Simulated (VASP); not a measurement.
# CsI (Pm-3m) in VASP: notebook, part 2 of 2

VASP 6.6.1. The steps go on from the part before.

### 3 Relaxation of cell and atoms, PBEsol

This run uses another cell than the first one, of 47.62 Å³/atom, 1.020 times its volume.

INCAR reads:

```
PREC = Accurate ; ENCUT = 500
EDIFF = 1E-7 ; ISMEAR = 0
SIGMA = 0.01 ; LREAL = F
LASPH = T ; NELM = 120
ALGO = Normal ; ISIF = 3
LWAVE = F ; LCHARG = F
GGA = PS ; IBRION = 2
NSW = 60 ; EDIFFG = -0.01
GGA_COMPAT = F ; NELMIN = 4
```

KPOINTS reads:

```
regular mesh
0
Gamma
  4 4 4
```

POSCAR reads:

```
CsI
1.0
    4.5667000000      0.0000000000      0.0000000000
    0.0000000000      4.5667000000      0.0000000000
    0.0000000000      0.0000000000      4.5667000000
Cs I
1 1
Direct
    0.0000000000      0.0000000000      0.0000000000
    0.5000000000      0.5000000000      0.5000000000
```

Potentials or basis: VASP PAW PBE potentials, release 64 (Cs_sv, I).

Launch:

```sh
$ cat potpaw_PBE.64/Cs_sv/POTCAR potpaw_PBE.64/I/POTCAR > POTCAR
$ mpirun -np 1 vasp_std > vasp.out
```

OUTCAR:

```text
PREC = Accurate
   ENCUT = 500
   EDIFF = 1E-7
   ISMEAR = 0
   LREAL = F
   LASPH = T
   NELM = 120
   ISIF = 3
   GGA = PS
   IBRION = 2
   NSW = 60
   EDIFFG = -0.01
   NELMIN = 4

 ion  position               nearest neighbor table
   1  0.000  0.000  0.000-
   2  0.500  0.500  0.500-

  LATTYP: Found a simple cubic cell.
 ALAT       =     4.5667000000

  Lattice vectors:

 A1 = (   4.5667000000,   0.0000000000,   0.0000000000)
 A2 = (   0.0000000000,   4.5667000000,   0.0000000000)
 A3 = (   0.0000000000,   0.0000000000,   4.5667000000)

Analysis of symmetry for initial positions (statically):
=====================================================================
 Subroutine PRICEL returns:
 Original cell was already a primitive cell.

 Routine SETGRP: Setting up the symmetry group for a
 simple cubic supercell.

 Subroutine GETGRP returns: Found 48 space group operations
[... 9 lines left out ...]

[... 126 lines left out ...]
  energy-cutoff  :      500.00
  volume of cell :       95.24
 maximum number of plane-waves:      2469
 NGX is ok and might be reduce to    36
   NGX = 17   NGY = 17   NGZ = 17

--------------------------------------- Ionic step        1  -------------------------------------------

 number of electron      16.0000003 magnetization

 Free energy of the ion-electron system (eV)
  ---------------------------------------------------
  ext. energy  EPLUGINS =         0.00000000
  ---------------------------------------------------
  free energy    TOTEN  =        -5.76740865 eV

  energy without entropy =       -5.76740865  energy(sigma->0) =       -5.76740865

------------------------ aborting loop because EDIFF is reached ----------------------------------------

  FORCE on cell =-STRESS in cart. coord.  units (eV):
  Direction    XX          YY          ZZ          XY          YZ          ZX
  --------------------------------------------------------------------------------------
  -------------------------------------------------------------------------------------
  Total       -0.2359050     -0.2359050     -0.2359050     -0.0000000     -0.0000000      0.0000000
  in kB       -3.9686263     -3.9686263     -3.9686263     -0.0000000     -0.0000000      0.0000000
  external PRESSURE =      -3.9686263 kB  Pullay stress =       0.0000000 kB
[... 59 lines left out ...]
--------------------------------------- Ionic step        3  -------------------------------------------

 number of electron      16.0000000 magnetization

 Free energy of the ion-electron system (eV)
  ---------------------------------------------------
  ext. energy  EPLUGINS =         0.00000000
  ---------------------------------------------------
  free energy    TOTEN  =        -5.77148930 eV

  energy without entropy =       -5.77148930  energy(sigma->0) =       -5.77148930

 E-fermi :   0.9617     XC(G=0):  -8.0917

 val. band max:        0.8946388704   @ k =   0.5000   0.5000   0.0000
 cond. band min:       4.6989247132   @ k =   0.0000   0.0000   0.0000
 fundamental gap:      3.8042858428
 Fermi energy:         0.9616633028

 k-point     1 :       0.0000    0.0000    0.0000
  band No.  band energies     occupation
      1     -19.4326      2.00000
      2      -9.8500      2.00000
      3      -6.1112      2.00000
      4      -6.1112      2.00000
      5      -6.1112      2.00000
      6       0.8098      2.00000
      7       0.8098      2.00000
      8       0.8098      2.00000
      9       4.6989      0.00000
     10       4.9166      0.00000
     11       4.9166      0.00000
     12       8.7014      0.00000
[... 162 lines left out ...]
  FREE ENERGIE OF THE ION-ELECTRON SYSTEM (eV)
  ---------------------------------------------------
  free  energy   TOTEN  =        -5.7714892957 eV

  energy  without entropy=       -5.7714892957  energy(sigma->0) =       -5.77148930

 reached required accuracy - stopping structural energy minimisation
```

OSZICAR:

```text
N       E                     dE             d eps       ncg     rms          rms(c)
DAV:   1     0.903246970759E+02    0.90325E+02   -0.62591E+03   240   0.108E+03
DAV:   2     0.132936542053E+01   -0.88995E+02   -0.83403E+02   372   0.164E+02
DAV:   3    -0.580939411419E+01   -0.71388E+01   -0.71192E+01   296   0.543E+01
[... 25 lines left out ...]
DAV:   4    -0.577150414269E+01    0.14002E-04   -0.15639E-04   260   0.882E-02    0.120E-01
DAV:   5    -0.577148890177E+01    0.15241E-04   -0.10037E-04   268   0.596E-02    0.143E-02
DAV:   6    -0.577148852111E+01    0.38066E-06   -0.10078E-05   252   0.189E-02    0.421E-03
DAV:   7    -0.577148937932E+01   -0.85821E-06   -0.92033E-07   268   0.653E-03    0.340E-03
DAV:   8    -0.577148929568E+01    0.83636E-07   -0.36358E-08   132   0.128E-03
   3 F= -.57714893E+01 E0= -.57714893E+01  d E =-.408065E-02
```

Wall time 32 s (1 thread of AMD EPYC 7R43 (Zen 3), shared host); peak memory 0.18 GiB.

What came out:

```yaml
Free_energy: -5.7715 eV
Relaxed_volume: 46.12 Å³/atom
Relaxed_cell: a = 4.518 Å, b = 4.518 Å, c = 4.518 Å, α = 90.00°, β = 90.00°, γ = 90.00°
Space_group_after_relaxing_to_0.05_Å: Pm-3m (No. 221)
Energy_gained_by_relaxing: 2.0 meV/atom
Ionic_steps: 3
Pressure_after_relaxing: 0.0 GPa
Band_gap_on_the_k_mesh: 3.80 eV, indirect (least direct gap 3.89 eV)
```

The path:
```tsv
step	energy change (eV)	largest force (eV/Å)	pressure (GPa)	volume (Å³)
1	0.0000	0.0000	-0.40	95.24
2	-0.0031	0.0000	-0.20	93.62
3	-0.0041	0.0000	-0.02	92.24
```

Final structure:
```cif
data_structure
_symmetry_space_group_name_H-M 'P 1'
_symmetry_Int_Tables_number 1
_cell_length_a 4.5183
_cell_length_b 4.5183
_cell_length_c 4.5183
_cell_angle_alpha 90.000
_cell_angle_beta 90.000
_cell_angle_gamma 90.000
_cell_volume 92.24
loop_
_atom_site_label
_atom_site_type_symbol
_atom_site_fract_x
_atom_site_fract_y
_atom_site_fract_z
_atom_site_occupancy
Cs1 Cs 0.00000 0.00000 0.00000 1
I1 I 0.50000 0.50000 0.50000 1
```

Caveat: the PAW data sets were made with another functional, which shifts forces and pressure a little; spin-orbit coupling is left out, which moves the levels of the heavy elements. A k mesh can miss the band edges.

### 4 Relaxation of cell and atoms, PBE

This run uses another cell than the first one, of 47.62 Å³/atom, 1.020 times its volume.

INCAR reads:

```
ALGO = Normal ; EDIFF = 1E-7
EDIFFG = -0.01 ; ENCUT = 500
GGA = PE ; GGA_COMPAT = F
IBRION = 2 ; ISIF = 3
ISMEAR = 0 ; LASPH = T
LCHARG = F ; LREAL = F
LWAVE = F ; NELM = 120
NELMIN = 4 ; NSW = 60
PREC = Accurate ; SIGMA = 0.01
```

KPOINTS reads:

```
k-points
0
Gamma
  4 4 4
```

POSCAR is that of step 3.

Launch:

```sh
$ cat potpaw_PBE.64/Cs_sv/POTCAR potpaw_PBE.64/I/POTCAR > POTCAR
$ mpirun -np 1 vasp_std > vasp.out
```

Run time: 48 s. Hardware: 1 thread of AMD EPYC 7R43 (Zen 3), shared host; peak memory 0.18 GiB.

The run converged. Its results:

| Property | Result |
| --- | --- |
| Free energy | -5.4405 eV |
| Relaxed volume | 51.01 Å³/atom |
| Relaxed cell | a = 4.673 Å, b = 4.673 Å, c = 4.673 Å, α = 90.00°, β = 90.00°, γ = 90.00° |
| Space group after relaxing (to 0.05 Å) | Pm-3m (No. 221) |
| Energy gained by relaxing | 7.9 meV/atom |
| Ionic steps | 4 |
| Pressure after relaxing | 0.0 GPa |
| Band gap on the k mesh | 3.66 eV, indirect (least direct gap 3.76 eV) |

Step by step:
```
step  energy change (eV)  largest force (eV/Å)  pressure (GPa)  volume (Å³)
   1              0.0000                0.0000            0.81        95.24
   2             -0.0121                0.0000            0.37        98.58
   3             -0.0158                0.0000           -0.05       102.48
   4             -0.0158                0.0000            0.00       102.01
```

Final structure:
```xyz
2
Lattice="4.6725 0.0000 0.0000 0.0000 4.6725 0.0000 0.0000 0.0000 4.6725" Properties=species:S:1:pos:R:3 pbc="T T T"
Cs    0.0000    0.0000    0.0000
I     2.3363    2.3363    2.3363
```

Levels at points of the mesh, in eV from the valence-band top:
| k point | band 5 | band 6 | band 7 | band 8 | band 9 | band 10 | band 11 | band 12 |
| --- | --- | --- | --- | --- | --- | --- | --- | --- |
| (0.00, 0.00, 0.00) | -7.20 | -0.10 | -0.10 | -0.10 | 3.66 | 4.27 | 4.27 | 7.61 |
| (0.50, 0.00, 0.00) | -7.15 | -1.40 | -0.21 | -0.21 | 5.21 | 6.20 | 6.42 | 6.85 |
| (0.50, 0.50, 0.00) | -7.12 | -0.81 | -0.81 | 0.00 | 4.24 | 4.89 | 6.07 | 6.07 |
| (0.50, 0.50, 0.50) | -7.40 | -1.15 | -1.15 | -1.15 | 6.96 | 6.96 | 6.96 | 7.55 |

Caveat: spin-orbit coupling is left out, which moves the levels of the heavy elements.

### 5 Overview

| task | level | cell | cutoff (eV) | gap on the mesh (eV) | pressure (GPa) | relaxed volume (Å³/atom) |
| --- | --- | --- | --- | --- | --- | --- |
| single point | r2SCAN+rVV10 | a = 4.537 Å, 2 atoms | 550 | 4.51 | 0.1 | - |
| relaxation of cell and atoms | PBEsol | relaxed from a = 4.567 Å, 2 atoms | 500 | 3.80 | 0.0 | 46.12 |
| relaxation of cell and atoms | PBE | relaxed from a = 4.567 Å, 2 atoms | 500 | 3.66 | 0.0 | 51.01 |

Alike in all rows: potentials or basis VASP PAW PBE potentials, release 64 (Cs_sv, I); no spin polarisation; k mesh 4 × 4 × 4; smearing gaussian 0.01 eV.

Caveats: spin-orbit coupling is left out, which moves the levels of the heavy elements; the PAW data sets were made with another functional, which shifts forces and pressure a little (some runs).

Total energies depend on the potentials used, so only differences within one code and one set of settings carry meaning.
